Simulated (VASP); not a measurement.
Crystal: HfBiO.

```
Hf Bi O
1.0
     3.10575    0.00000    0.00000
     0.00000    3.10575    0.00000
     0.00000    0.00000    6.26938
Hf Bi O
1 1 1
Direct
  0.50000 0.50000 0.00000
  0.50000 0.50000 0.50000
  0.00000 0.00000 0.00000
```

| Quantity | Value |
| --- | --- |
| Program | VASP 6.6.1 |
| Task | relaxation of cell and atoms |
| Functional | PBE |
| Potentials or basis | VASP PAW PBE potentials, release 64 (Hf_pv, Bi_d, O) |
| Cutoff | 600 eV |
| k mesh | 14 × 14 × 8 |
| Occupations | gaussian, width 0.1 eV |
| Spin | no spin polarisation |

At the start: pressure -1.0 GPa; volume 20.16 Å³/atom.

**Question.** Where does the relaxation end?

**Answer.** Over 6 steps the energy falls by 8.3 meV/atom and the volume is 19.71 Å³/atom (-2.2 %); space group P4/mmm (No. 123, to 0.05 Å).

Step by step:
```tsv
step	energy change (eV)	largest force (eV/Å)	pressure (GPa)	volume (Å³)
1	0.0000	0.0000	-1.00	60.47
2	-0.0245	0.0000	-0.27	59.36
3	-0.0249	0.0000	-0.16	59.22
4	-0.0249	0.0000	-0.13	59.19
5	-0.0248	0.0000	0.21	59.04
6	-0.0249	0.0000	0.01	59.13
```

Final structure:
```xyz
3
Lattice="3.1164 0.0000 0.0000 0.0000 3.1164 0.0000 0.0000 0.0000 6.0880" Properties=species:S:1:pos:R:3 pbc="T T T"
Hf    1.5582    1.5582    0.0000
Bi    1.5582    1.5582    3.0440
O     0.0000    0.0000    0.0000
```

Caveat: an odd number of electrons without spin polarisation forces a metal; a magnetic or distorted state may lie lower.
